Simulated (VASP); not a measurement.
# AlGaN2 (P-4m2) in VASP: a series of runs, part 3 of 3

VASP 6.6.1. The steps go on from the part before.

## Step 5: Single point, r2SCAN (strain +0.015 along x and y, +0.000 along z)

POSCAR reads:

```
AlGaN2
1.0
    3.1879902044      0.0000000000      0.0000000000
    0.0000000000      3.1879902044      0.0000000000
    0.0000000000      0.0000000000      4.4238379400
Al Ga N
1 1 2
Direct
    0.5000000000      0.5000000000      0.5000000000
    0.0000000000      0.0000000000      0.0000000000
    0.5000000000      0.0000000000      0.7382648100
    0.0000000000      0.5000000000      0.2617351900
```

INCAR.step1 reads:

```
SYSTEM = AlGaN2
PREC     = Accurate       ! precision mode
ENCUT    = 910            ! plane-wave cutoff, eV
ISMEAR   = 0              ! smearing method
SIGMA    = 0.05           ! smearing width, eV
LREAL    = .False.        ! projectors in reciprocal space
LASPH    = .True.         ! aspherical terms in the spheres
NELM     = 120            ! most SCF steps
NBANDS   = 21             ! bands
GGA      = PE             ! functional
ALGO     = Normal         ! electronic algorithm
EDIFF    = 1E-5           ! SCF threshold, eV
LWAVE    = .True.         ! write WAVECAR
LCHARG   = .False.        ! write CHGCAR
GGA_COMPAT= .False.
```

INCAR.step2 reads:

```
SYSTEM = AlGaN2
PREC     = Accurate       ! precision mode
ENCUT    = 910            ! plane-wave cutoff, eV
EDIFF    = 1E-6           ! SCF threshold, eV
ISMEAR   = 0              ! smearing method
SIGMA    = 0.05           ! smearing width, eV
LREAL    = .False.        ! projectors in reciprocal space
LASPH    = .True.         ! aspherical terms in the spheres
NELM     = 120            ! most SCF steps
ALGO     = Normal         ! electronic algorithm
ISIF     = 2              ! what is computed and relaxed
LWAVE    = .False.        ! write WAVECAR
LCHARG   = .False.        ! write CHGCAR
METAGGA  = R2SCAN         ! meta-GGA
LMIXTAU  = .True.       
NBANDS   = 21             ! bands
ISTART   = 1            
GGA_COMPAT= .False.
```

KPOINTS reads:

```
regular mesh
0
Gamma
  8 8 6
  0 0 0
```

Potentials or basis: VASP PAW PBE potentials, release 64 (Al, Ga_d, N_h).

Launch:

```
$ cat potpaw_PBE.64/Al/POTCAR potpaw_PBE.64/Ga_d/POTCAR potpaw_PBE.64/N_h/POTCAR > POTCAR
$ cp INCAR.step1 INCAR
$ mpirun -np 1 vasp_std > vasp.out
$ cp INCAR.step2 INCAR
$ mpirun -np 1 vasp_std > vasp.out
```

OUTCAR:

```text
SYSTEM = AlGaN2
   PREC = Accurate
   ENCUT = 910
   EDIFF = 1E-6
   ISMEAR = 0
   LREAL = .False.
   LASPH = .True.
   NELM = 120
   ISIF = 2
   METAGGA = R2SCAN
   ISTART = 1

 ion  position               nearest neighbor table
   1  0.500  0.500  0.500-   3 1.91   4 1.91   3 1.91   4 1.91
   2  0.000  0.000  0.000-   3 1.97   4 1.97   4 1.97   3 1.97
   3  0.500  0.000  0.738-   1 1.91   1 1.91   2 1.97   2 1.97
   4  0.000  0.500  0.262-   1 1.91   1 1.91   2 1.97   2 1.97
[... 776 lines left out ...]

  FORCE on cell =-STRESS in cart. coord.  units (eV):
  Direction    XX          YY          ZZ          XY          YZ          ZX
  --------------------------------------------------------------------------------------
  -------------------------------------------------------------------------------------
  Total       -1.8548874     -1.8548874     -1.2591221      0.0000000      0.0000000      0.0000000
  in kB      -66.0990137    -66.0990137    -44.8688835      0.0000000      0.0000000      0.0000000
  external PRESSURE =     -59.0223037 kB  Pullay stress =       0.0000000 kB

 VOLUME and BASIS-vectors are now :
 -----------------------------------------------------------------------------
  energy-cutoff  :      910.00
  volume of cell :       44.96
      direct lattice vectors                 reciprocal lattice vectors
     3.187990204  0.000000000  0.000000000     0.313677250  0.000000000  0.000000000
     0.000000000  3.187990204  0.000000000     0.000000000  0.313677250  0.000000000
     0.000000000  0.000000000  4.423837940     0.000000000  0.000000000  0.226048064

 POSITION                                       TOTAL-FORCE (eV/Angst)
 -----------------------------------------------------------------------------------
      1.59400      1.59400      2.21192        -0.000000     -0.000000      0.000000
      0.00000      0.00000      0.00000         0.000000      0.000000      0.000000
      1.59400      0.00000      3.26596        -0.000000      0.000000     -0.019074
      0.00000      1.59400      1.15787        -0.000000      0.000000      0.019074
 -----------------------------------------------------------------------------------
    total drift:                                0.000000      0.000000     -0.000000

  FREE ENERGIE OF THE ION-ELECTRON SYSTEM (eV)
  ---------------------------------------------------
  free  energy   TOTEN  =       -41.0431304410 eV

  energy  without entropy=      -41.0431304410  energy(sigma->0) =      -41.04313044
```

OSZICAR.step1:

```text
N       E                     dE             d eps       ncg     rms          rms(c)
DAV:   1     0.237641424220E+03    0.23764E+03   -0.17404E+04  2763   0.255E+03
DAV:   2     0.849727729098E+01   -0.22914E+03   -0.21441E+03  2764   0.553E+02
DAV:   3    -0.292267125128E+02   -0.37724E+02   -0.36786E+02  2969   0.142E+02
DAV:   4    -0.313435414993E+02   -0.21168E+01   -0.21048E+01  3294   0.341E+01
DAV:   5    -0.313867188571E+02   -0.43177E-01   -0.43124E-01  2819   0.447E+00    0.114E+01
DAV:   6    -0.269623528403E+02    0.44244E+01   -0.14122E+01  4017   0.483E+01    0.320E+00
DAV:   7    -0.270178134062E+02   -0.55461E-01   -0.10514E+00  2600   0.786E+00    0.213E+00
DAV:   8    -0.270127671159E+02    0.50463E-02   -0.14514E-01  3329   0.423E+00    0.625E-01
DAV:   9    -0.270035087854E+02    0.92583E-02   -0.31050E-02  3708   0.270E+00    0.154E-01
DAV:  10    -0.270038820457E+02   -0.37326E-03   -0.63287E-03  2892   0.575E-01    0.108E-01
DAV:  11    -0.270038649219E+02    0.17124E-04   -0.64734E-04  2984   0.235E-01    0.187E-02
DAV:  12    -0.270038747922E+02   -0.98703E-05   -0.73173E-05  3071   0.891E-02
   1 F= -.27003875E+02 E0= -.27003875E+02  d E =-.139658E-18
```

Run time: 8.2 min. Hardware: 1 thread of AMD EPYC 7R43 (Zen 3), shared host; peak memory 0.27 GiB.

Results:

```yaml
Free_energy: -41.0431 eV
Pressure: -5.9 GPa
Largest_force: 0.019 eV/Å
Band_gap_on_the_k_mesh: 3.15 eV
```

Forces on the atoms (eV/Å):
```
Al   0.000  0.000  0.000
Ga   0.000  0.000  0.000
N    0.000  0.000 -0.019
N    0.000  0.000  0.019
```

Levels at points of the mesh, in eV from the valence-band top:
```
           k point  band 11  band 12  band 13  band 14  band 15  band 16
(0.00, 0.00, 0.00)    -0.15     0.00     0.00     3.15     4.03     8.04
(0.50, 0.00, 0.00)    -2.74    -1.06    -0.69     7.47     7.69     8.52
(0.50, 0.50, 0.00)    -2.18    -2.18    -2.16     3.87     3.87     6.91
(0.00, 0.00, 0.50)    -1.60    -1.00    -1.00     5.72     5.88     8.41
(0.50, 0.00, 0.50)    -0.81    -0.57    -0.51     5.57     7.07     9.85
(0.50, 0.50, 0.50)    -3.23    -3.11    -3.11     6.82     6.82     9.28
```

Caveat: the cell differs from its parent crystal (strain +0.015 along x and y, +0.000 along z); the cutoff is under 1.25 times the usual one of these potentials, so pressure, stress and relaxed cells hold a basis-set (Pulay) error; the cell stands under tension; the PAW data sets were made with another functional, which shifts forces and pressure a little.

## Step 6: Single point, r2SCAN (strain +0.030 along x and y, -0.015 along z)

POSCAR reads:

```
AlGaN2
1.0
    3.2351033602      0.0000000000      0.0000000000
    0.0000000000      3.2351033602      0.0000000000
    0.0000000000      0.0000000000      4.3574803709
Al Ga N
1 1 2
Direct
    0.5000000000      0.5000000000      0.5000000000
    0.0000000000      0.0000000000      0.0000000000
    0.5000000000      0.0000000000      0.7382648100
    0.0000000000      0.5000000000      0.2617351900
```

INCAR.step1 reads:

```
  ALGO = Normal
  EDIFF = 1E-5
  ENCUT = 910
  GGA = PE
  GGA_COMPAT = F
  ISMEAR = 0
  LASPH = T
  LCHARG = F
  LREAL = F
  LWAVE = T
  NBANDS = 21
  NELM = 120
  PREC = Accurate
  SIGMA = 0.05
```

INCAR.step2 reads:

```
  ALGO = Normal
  EDIFF = 1E-6
  ENCUT = 910
  GGA_COMPAT = F
  ISIF = 2
  ISMEAR = 0
  ISTART = 1
  LASPH = T
  LCHARG = T
  LELF = T
  LMIXTAU = T
  LREAL = F
  LVHAR = T
  LWAVE = F
  METAGGA = R2SCAN
  NBANDS = 21
  NELM = 120
  PREC = Accurate
  SIGMA = 0.05
```

KPOINTS reads:

```
k-points
0
Gamma
  8 8 6
```

Potentials or basis: VASP PAW PBE potentials, release 64 (Al, Ga_d, N_h).

Launch:

```
$ cat potpaw_PBE.64/Al/POTCAR potpaw_PBE.64/Ga_d/POTCAR potpaw_PBE.64/N_h/POTCAR > POTCAR
$ cp INCAR.step1 INCAR
$ mpirun -np 1 vasp_std > vasp.out
$ cp INCAR.step2 INCAR
$ mpirun -np 1 vasp_std > vasp.out
```

Wall time 2.5 min (1 thread of Intel Xeon 6975P-C (Granite Rapids), shared host); peak memory 0.31 GiB.

Results (log left out):

* Free energy: -40.9924 eV
* Pressure: -8.5 GPa
* Largest force: 0.065 eV/Å
* Band gap on the k mesh: 3.07 eV

Forces on the atoms (eV/Å):
```
Al   0.000  0.000  0.000
Ga   0.000  0.000  0.000
N    0.000  0.000 -0.065
N    0.000  0.000  0.065
```

Stress tensor (GPa, compression positive):
```
-10.47   0.00   0.00
  0.00 -10.47   0.00
  0.00   0.00  -4.68
```

Levels at points of the mesh, in eV from the valence-band top:
```csv
k point,band 9,band 10,band 11,band 12,band 13,band 14,band 15,band 16,band 17,band 18
"(0.00, 0.00, 0.00)",-2.45,-2.45,-0.03,0.00,0.00,3.07,3.97,7.66,11.81,11.81
"(0.50, 0.00, 0.00)",-4.28,-2.62,-2.54,-1.13,-0.77,7.30,7.62,8.30,8.59,11.26
"(0.50, 0.50, 0.00)",-4.97,-2.08,-2.03,-2.03,-2.00,3.96,3.96,7.04,9.55,13.05
"(0.00, 0.00, 0.50)",-2.33,-1.63,-1.63,-1.05,-1.05,5.74,5.93,8.23,9.48,12.26
"(0.50, 0.00, 0.50)",-5.97,-1.10,-0.68,-0.63,-0.34,5.46,6.93,9.79,10.04,10.39
"(0.50, 0.50, 0.50)",-4.32,-3.77,-3.16,-3.03,-3.03,7.01,7.01,9.21,11.35,12.20
```

Caveat: the cell differs from its parent crystal (strain +0.030 along x and y, -0.015 along z); the cutoff is under 1.25 times the usual one of these potentials, so pressure, stress and relaxed cells hold a basis-set (Pulay) error; the cell stands under tension; the PAW data sets were made with another functional, which shifts forces and pressure a little.

## Step 7: Overview

| cell | gap on the mesh (eV) | pressure (GPa) | largest force (eV/Å) |
| --- | --- | --- | --- |
| a = 3.235, b = 3.235, c = 4.557 Å, 4 atoms | 2.69 | -15.2 | - |
| a = 3.188, b = 3.188, c = 4.557 Å, 4 atoms | 2.89 | -10.9 | 0.03 |
| a = 3.188, b = 3.188, c = 4.357 Å, 4 atoms | 3.28 | -3.2 | 0.05 |
| a = 3.188, b = 3.188, c = 4.424 Å, 4 atoms | 3.15 | -5.9 | 0.02 |
| a = 3.235, b = 3.235, c = 4.357 Å, 4 atoms | 3.07 | -8.5 | 0.07 |

Alike in all rows: task single point; level r2SCAN; potentials or basis VASP PAW PBE potentials, release 64 (Al, Ga_d, N_h); no spin polarisation; k mesh 8 × 8 × 6; cutoff (eV) 910; smearing gaussian 0.05 eV.

Caveats: the cutoff is under 1.25 times the usual one of these potentials, so pressure, stress and relaxed cells hold a basis-set (Pulay) error; the cell stands under tension; the PAW data sets were made with another functional, which shifts forces and pressure a little.

Total energies depend on the potentials used, so only differences within one code and one set of settings carry meaning.
